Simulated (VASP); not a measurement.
# Si in VASP: further runs

Si is run at these levels: PBE; tasks: single point, relaxation of cell and atoms.

Program: VASP 6.6.1. These are calculated values, not measurements. Logs are shortened: lines on timing, memory, paths and dates and some standing lists are left out, and cuts for length are marked.

## (1) The cell of the first run

The typed cell holds 4 atoms: a = 2.874 Å, b = 2.874 Å, c = 7.322 Å, α = 90.00°, β = 90.00°, γ = 77.17°.

## (2) Single point, PBE

INCAR

```
  PREC = Accurate
  ENCUT = 520
  EDIFF = 1E-6
  ISMEAR = 0
  SIGMA = 0.1
  LREAL = F
  LASPH = T
  NELM = 60
  ALGO = Normal
  ISIF = 2
  LWAVE = F
  LCHARG = F
  GGA = PE
  NBANDS = 16
```

KPOINTS

```
Automatic mesh
0
Gamma
  6 6 2
```

POSCAR

```
Si
1.0
    2.2462062068     -1.7921250555      0.0000000000
    2.2462062068      1.7921250555      0.0000000000
    0.0000000000      0.0000000000      7.3223886295
Si
4
Direct
    0.7499442421      0.2500557579      0.1250075694
    0.7500557579      0.2499442421      0.6250075694
    0.2500557579      0.7499442421      0.8749924306
    0.2499442421      0.7500557579      0.3749924306
```

Potentials or basis: VASP PAW PBE potentials, release 64 (Si).

Command:

```
$ cat potpaw_PBE.64/Si/POTCAR > POTCAR
$ mpirun -np 1 vasp_std > vasp.out
```

OUTCAR:

```text
PREC = Accurate
   ENCUT = 520
   EDIFF = 1E-6
   ISMEAR = 0
   LREAL = F
   LASPH = T
   NELM = 60
   ISIF = 2
   GGA = PE

 ion  position               nearest neighbor table
   1  0.750  0.250  0.125-   3 2.56   4 2.56   4 2.56   3 2.56   4 2.90   4 2.90   3 2.90   3 2.90

   2  0.750  0.250  0.625-   4 2.56   3 2.56   3 2.56   4 2.56   3 2.90   3 2.90   4 2.90   4 2.90

   3  0.250  0.750  0.875-   1 2.56   2 2.56   2 2.56   1 2.56   2 2.90   2 2.90   1 2.90   1 2.90

   4  0.250  0.750  0.375-   2 2.56   1 2.56   1 2.56   2 2.56   1 2.90   1 2.90   2 2.90   2 2.90

  LATTYP: Found a base centered orthorhombic cell.
 ALAT       =     3.5842501110
 B/A-ratio  =     1.2533758177
 C/A-ratio  =     2.0429346175

  Lattice vectors:

 A1 = (  -2.2462062068,  -1.7921250555,   0.0000000000)
 A2 = (   2.2462062068,  -1.7921250555,   0.0000000000)
 A3 = (   0.0000000000,   0.0000000000,   7.3223886295)

Analysis of symmetry for initial positions (statically):
=====================================================================
 Subroutine PRICEL returns:
 Original cell was already a primitive cell.

 Routine SETGRP: Setting up the symmetry group for a
 base centered orthorhombic supercell.

 Subroutine GETGRP returns: Found  8 space group operations
 (whereof  4 operations were pure point group operations)
 out of a pool of  8 trial point group operations.

The static configuration has the point symmetry C_2h.
 The point group associated with its full space group is D_2h.

Analysis of symmetry for dynamics (positions and initial velocities):
=====================================================================
 Subroutine PRICEL returns:
 Original cell was already a primitive cell.

 Routine SETGRP: Setting up the symmetry group for a
 base centered orthorhombic supercell.

 Subroutine GETGRP returns: Found  8 space group operations
 (whereof  4 operations were pure point group operations)
 out of a pool of  8 trial point group operations.

The dynamic configuration has the point symmetry C_2h.
 The point group associated with its full space group is D_2h.

 Subroutine INISYM returns: Found  8 space group operations
 (whereof  4 operations are pure point group operations),
 and found     1 'primitive' translations

----------------------------------------------------------------------------------------

                                     Primitive cell

  volume of cell :      58.9523

  direct lattice vectors                    reciprocal lattice vectors
     2.246206207 -1.792125055  0.000000000     0.222597551 -0.278998387  0.000000000
     2.246206207  1.792125055  0.000000000     0.222597551  0.278998387  0.000000000
     0.000000000  0.000000000  7.322388629     0.000000000  0.000000000  0.136567458

  length of vectors
     2.873526499  2.873526499  7.322388629     0.356917035  0.356917035  0.136567458

  position of ions in fractional coordinates (direct lattice)
     0.749944242  0.250055758  0.125007569
     0.750055758  0.249944242  0.625007569
     0.250055758  0.749944242  0.874992431
     0.249944242  0.750055758  0.374992431

  ion indices of the primitive-cell ions
   primitive index   ion index
                 1           1
                 2           2
                 3           3
                 4           4

----------------------------------------------------------------------------------------

 KPOINTS: Automatic mesh

Automatic generation of k-mesh.
 Grid dimensions read from file:
 generate k-points for:    6    6    2

 Generating k-lattice:

  Cartesian coordinates                     Fractional coordinates (reciprocal lattice)
     0.037099592 -0.046499731  0.000000000     0.166666667  0.000000000  0.000000000
     0.037099592  0.046499731  0.000000000     0.000000000  0.166666667  0.000000000
     0.000000000  0.000000000  0.068283729     0.000000000  0.000000000  0.500000000

  Length of vectors
     0.059486172  0.059486172  0.068283729

  Shift w.r.t. Gamma in fractional coordinates (k-lattice)
     0.000000000  0.000000000  0.000000000

 Subroutine IBZKPT returns following result:
 ===========================================

 Found     26 irreducible k-points:

 Following reciprocal coordinates:
            Coordinates               Weight
  0.000000  0.000000  0.000000      1.000000
  0.166667  0.000000  0.000000      4.000000
  0.333333 -0.000000  0.000000      4.000000
  0.500000  0.000000  0.000000      2.000000
  0.166667  0.166667  0.000000      2.000000
  0.333333  0.166667  0.000000      4.000000
[... 16 lines left out ...]
  0.333333  0.333333  0.500000      2.000000
  0.500000  0.333333  0.500000      4.000000
 [... further k-points ...]
   k-points           NKPTS =     26   k-points in BZ     NKDIM =     26   number of bands    NBANDS=     16
   number of dos      NEDOS =    301   number of ions     NIONS =      4
   total plane-waves  NPLWV =  31104
   dimension x,y,z NGX =    24 NGY =   24 NGZ =   54
   dimension x,y,z NGXF=    48 NGYF=   48 NGZF=  108
   ions per type =               4
   NGX,Y,Z   is equivalent  to a cutoff of  13.89, 13.89, 12.26 a.u.
   NGXF,Y,Z  is equivalent  to a cutoff of  27.77, 27.77, 24.52 a.u.
 SYSTEM =  unknown system
   PREC   = accura    normal or accurate (medium, high low for compatibility)
   ISTART =      0    job   : 0-new  1-cont  2-samecut
   ICHARG =      2    charge: 1-file 2-atom 10-const
   ISPIN  =      1    spin polarized calculation?
   LNONCOLLINEAR =      F non collinear calculations
   LSORBIT =      F    spin-orbit coupling
   LASPH  =      T    aspherical Exc in radial PAW
   ENCUT  =  520.0 eV  38.22 Ry    6.18 a.u.   5.34  5.34 13.61*2*pi/ulx,y,z
   NELM   =     60;   NELMIN=  2; NELMDL= -5     # of ELM steps
   EDIFF  = 0.1E-05   stopping-criterion for ELM
   LREAL  =      F    real-space projection
   EDIFFG = 0.1E-04   stopping-criterion for IOM
   NSW    =      0    number of steps for IOM
   IBRION =     -1    ionic relax: 0-MD 1-quasi-New 2-CG
   NFREE  =      0    steps in history (QN), initial steepest desc. (CG)
   ISIF   =      2    stress and relaxation
   ISYM   =      2    0-nonsym 1-usesym 2-fastsym
   POTIM  = 0.5000    time-step for ionic-motion
   TEBEG  =    0.0;   TEEND  =   0.0 temperature during run
   PSTRESS=    0.0 pullay stress
   NELECT =      16.0000    total number of electrons
   NUPDOWN=      -1.0000    fix difference up-down
   EMIN   =  10.00;   EMAX   =-10.00  energy-range for DOS
   EFERMI =   0.00;   METHOD = LEGACY
   ISMEAR =     0;   SIGMA  =   0.10  broadening in eV -4-tet -1-fermi 0-gaus
   EFERMI_NEDOS =   21; number of points for ismear=-14 and -15
   IALGO  =     38    algorithm
   IMIX   =      4    mixing-type and parameters
     AMIX     =   0.40;   BMIX     =  1.00
     AMIX_MAG =   1.60;   BMIX_MAG =  1.00
  volume/ion in A,a.u.               =      14.74        99.46
  Fermi-wavevector in a.u.,A,eV,Ry     =   1.059940  2.002996 15.285774  1.123473
  Thomas-Fermi vector in A             =   2.195303
   LORBIT       =      0    0 simple, 1 ext, 2 COOP (PROOUT), +10 PAW based schemes
   GGA     = PE    functional components
   LHFCALC =     F    Hartree Fock is set to
   AEXX    =    0.0000 exact exchange contribution
   IVDW    =     0    specifies the selected vdW correction
   LEPSILON=     F    determine dielectric tensor
   LRPA    =     F    only Hartree local field effects (RPA)
 non-spin polarized calculation
 Gauss-broadening in eV      SIGMA  =   0.10
  energy-cutoff  :      520.00
  volume of cell :       58.95
 maximum number of plane-waves:      1606
 NGX is ok and might be reduce to    24

 number of electron      16.0000000 magnetization

 Free energy of the ion-electron system (eV)
  ---------------------------------------------------
  ext. energy  EPLUGINS =         0.00000000
  ---------------------------------------------------
  free energy    TOTEN  =       -19.67597374 eV

  energy without entropy =      -19.67020641  energy(sigma->0) =      -19.67309007

 E-fermi :   9.7941     XC(G=0): -11.1069

 val. band max:        9.7828408605   @ k =   0.5000   0.0000   0.0000
 cond. band min:       9.8875609940   @ k =   0.5000   0.1667   0.5000
 fundamental gap:      0.1047201335
 Fermi energy:         9.7941357595

 k-point     1 :       0.0000    0.0000    0.0000
  band No.  band energies     occupation
      1      -4.3642      2.00000
      2      -1.6747      2.00000
      3      -1.6738      2.00000
      4       5.5262      2.00000
      5       6.9561      2.00000
      6      11.2727      0.00000
[... 8 lines left out ...]
     15      16.8549      0.00000
     16      16.9938      0.00000

 k-point     2 :       0.1667    0.0000    0.0000
  band No.  band energies     occupation
      1      -3.8514      2.00000
      2      -1.1698      2.00000
      3      -1.1690      2.00000
      4       6.0018      2.00000
      5       7.2790      2.00000
      6       8.2001      2.00000
[... 8 lines left out ...]
     15      17.7250      0.00000
     16      17.7253      0.00000

 k-point     3 :       0.3333   -0.0000    0.0000
  band No.  band energies     occupation
      1      -2.3210      2.00000
      2       0.3339      2.00000
      3       0.3348      2.00000
      4       3.6638      2.00000
      5       6.2856      2.00000
      6       6.2865      2.00000
[... 8 lines left out ...]
     15      18.2682      0.00000
     16      18.2695      0.00000

 k-point     4 :       0.5000    0.0000    0.0000
  band No.  band energies     occupation
      1       0.2020      2.00000
      2       0.2020      2.00000
      3       2.5280      2.00000
      4       2.5280      2.00000
      5       3.1599      2.00000
      6       3.1599      2.00000
[... 8 lines left out ...]
     15      17.3641      0.00000
     16      17.3641      0.00000

 k-point     5 :       0.1667    0.1667    0.0000
  band No.  band energies     occupation
      1      -3.5677      2.00000
      2      -0.8893      2.00000
      3      -0.8884      2.00000
      4       6.2575      2.00000
      5       7.6770      2.00000
      6       8.7770      2.00000
[... 8 lines left out ...]
     15      18.2747      0.00000
     16      18.5828      0.00000

 k-point     6 :       0.3333    0.1667    0.0000
  band No.  band energies     occupation
      1      -2.2660      2.00000
      2       0.3920      2.00000
      3       0.3928      2.00000
      4       4.9956      2.00000
      5       7.4545      2.00000
      6       7.5932      2.00000
[... 8 lines left out ...]
     15      14.8598      0.00000
     16      15.7950      0.00000
[... 267 lines left out ...]
 k-point    21 :      -0.3333    0.1667    0.5000
  band No.  band energies     occupation
      1      -0.6990      2.00000
      2      -0.6990      2.00000
      3       3.8211      2.00000
      4       3.8211      2.00000
      5       4.6677      2.00000
      6       4.6677      2.00000
[... 8 lines left out ...]
     15      18.9230      0.00000
     16      18.9230      0.00000

 k-point    22 :      -0.1667    0.1667    0.5000
  band No.  band energies     occupation
      1      -2.4415      2.00000
      2      -2.4415      2.00000
      3       2.8296      2.00000
      4       2.8296      2.00000
      5       7.7025      2.00000
      6       7.7025      2.00000
[... 8 lines left out ...]
     15      21.5629      0.00000
     16      21.5629      0.00000

 k-point    23 :       0.3333    0.3333    0.5000
  band No.  band energies     occupation
      1      -0.5345      2.00000
      2      -0.5345      2.00000
      3       4.6732      2.00000
      4       4.6732      2.00000
      5       7.2610      2.00000
      6       7.2610      2.00000
[... 8 lines left out ...]
     15      13.9835      0.00000
     16      13.9835      0.00000

 k-point    24 :       0.5000    0.3333    0.5000
  band No.  band energies     occupation
      1       1.5089      2.00000
      2       1.5089      2.00000
      3       4.1215      2.00000
      4       4.1215      2.00000
      5       6.1897      2.00000
      6       6.1897      2.00000
[... 8 lines left out ...]
     15      16.2323      0.00000
     16      16.2323      0.00000

 [... further k-points ...]
[... 5 lines left out ...]
  --------------------------------------------------------------------------------------
  -------------------------------------------------------------------------------------
  Total       -0.0431554     -0.0441997      0.0074578      0.0000000      0.0000000      0.0000000
  in kB       -1.1728569     -1.2012393      0.2026856      0.0000000      0.0000000      0.0000000
  external PRESSURE =      -0.7238035 kB  Pullay stress =       0.0000000 kB

 VOLUME and BASIS-vectors are now :
 -----------------------------------------------------------------------------
  energy-cutoff  :      520.00
  volume of cell :       58.95
      direct lattice vectors                 reciprocal lattice vectors
     2.246206207 -1.792125055  0.000000000     0.222597551 -0.278998387  0.000000000
     2.246206207  1.792125055  0.000000000     0.222597551  0.278998387  0.000000000
     0.000000000  0.000000000  7.322388629     0.000000000  0.000000000  0.136567458

 POSITION                                       TOTAL-FORCE (eV/Angst)
 -----------------------------------------------------------------------------------
      2.24621     -0.89586      0.91535         0.000000     -0.000731     -0.000812
      2.24621     -0.89626      4.57655         0.000000      0.000731     -0.000812
      2.24621      0.89586      6.40703         0.000000      0.000731      0.000812
      2.24621      0.89626      2.74584         0.000000     -0.000731      0.000812
 -----------------------------------------------------------------------------------
    total drift:                                0.000000     -0.000000     -0.000000

  FREE ENERGIE OF THE ION-ELECTRON SYSTEM (eV)
  ---------------------------------------------------
  free  energy   TOTEN  =       -19.6759737409 eV

  energy  without entropy=      -19.6702064073  energy(sigma->0) =      -19.67309007
```

It took 16 s on 1 thread of Intel Xeon 8259CL, shared host; peak memory 0.17 GiB.

Results:

```
Free energy            : -19.6760 eV
Pressure               : -0.1 GPa
Band gap on the k mesh : zero (bands 8 and 9 overlap by 6.69 eV)
```

Stress tensor (GPa, compression positive):
```
-0.12  0.00  0.00
 0.00 -0.12  0.00
 0.00  0.00  0.02
```

Caveat: the k points lie up to 0.43 Å⁻¹ apart, too coarse for converged energies and pressures of a metal.

## (3) Relaxation of cell and atoms, PBE

This run uses another cell than the first one: it holds 1 atom, not 4.

INCAR

```
PREC = Accurate ; ENCUT = 600
EDIFF = 1E-6 ; ISMEAR = 0
SIGMA = 0.1 ; LREAL = F
LASPH = T ; NELM = 100
ALGO = Normal ; ISIF = 3
LWAVE = F ; LCHARG = F
GGA = PE ; IBRION = 2
NSW = 90 ; EDIFFG = -0.04
```

KPOINTS

```
Automatic mesh
0
Gamma
  8 8 8
```

POSCAR

```
Si
1.0
    0.0000000000      1.8305971574      2.2462062068
    1.7921250555      0.0000000000      2.2462062068
    1.7921250555      1.8305971574      0.0000000000
Si
1
Direct
    0.5000000000      0.5000000000      0.5000000000
```

Potentials or basis: VASP PAW PBE potentials, release 64 (Si).

Command:

```
$ cat potpaw_PBE.64/Si/POTCAR > POTCAR
$ mpirun -np 1 vasp_std > vasp.out
```

It took 44 s on 1 thread of Intel Xeon 8259CL, shared host; peak memory 0.13 GiB.

Results (log left out):

```
Free energy                           : -4.9086 eV
Relaxed volume                        : 14.63 Å³/atom
Relaxed cell                          : a = 2.924 Å, b = 2.795 Å, c = 2.588 Å, α = 65.68°, β = 60.57°, γ = 53.76°
Space group after relaxing (to 0.1 Å) : Fmmm (No. 69)
Energy gained by relaxing             : 19.1 meV/atom
Ionic steps                           : 13
Pressure after relaxing               : -0.2 GPa
Band gap on the k mesh                : zero (bands 2 and 3 overlap by 13.99 eV)
```

Stress tensor (GPa, compression positive):
```
-0.44  0.00  0.00
 0.00 -0.01  0.00
 0.00  0.00 -0.09
```

The path:
```tsv
step	energy change (eV)	largest force (eV/Å)	pressure (GPa)	volume (Å³)
1	0.0000	0.0000	-0.27	14.74
2	-0.0084	0.0000	0.47	14.68
3	-0.0100	0.0000	1.13	14.63
4	-0.0103	0.0000	0.92	14.65
5	-0.0141	0.0000	0.38	14.71
6	-0.0155	0.0000	-0.01	14.75
7	-0.0126	0.0000	-1.17	14.84
8	-0.0156	0.0000	-0.12	14.77
9	-0.0157	0.0000	-0.26	14.78
10	-0.0183	0.0000	-0.58	14.75
11	-0.0187	0.0000	-0.69	14.74
12	-0.0187	0.0000	-0.71	14.74
13	-0.0191	0.0000	-0.18	14.63
```

Final structure:
```cif
data_structure
_symmetry_space_group_name_H-M 'P 1'
_symmetry_Int_Tables_number 1
_cell_length_a 2.9242
_cell_length_b 2.7949
_cell_length_c 2.5881
_cell_angle_alpha 65.676
_cell_angle_beta 60.569
_cell_angle_gamma 53.755
_cell_volume 14.63
loop_
_atom_site_label
_atom_site_type_symbol
_atom_site_fract_x
_atom_site_fract_y
_atom_site_fract_z
_atom_site_occupancy
Si1 Si 0.50000 0.50000 0.50000 1
```

Levels at points of the mesh, in eV from the Fermi level:
```tsv
k point	band 1	band 2	band 3	band 4	band 5
(0.00, 0.00, 0.00)	-14.37	10.36	10.77	10.95	11.47
(0.50, 0.00, 0.00)	-7.43	-6.82	5.62	7.85	10.30
(0.50, 0.50, 0.00)	-7.28	-6.68	5.32	6.02	6.22
(0.50, 0.00, 0.50)	-5.28	-4.32	2.40	4.66	5.06
(0.00, 0.50, 0.50)	-3.37	-1.58	0.50	1.92	3.38
```
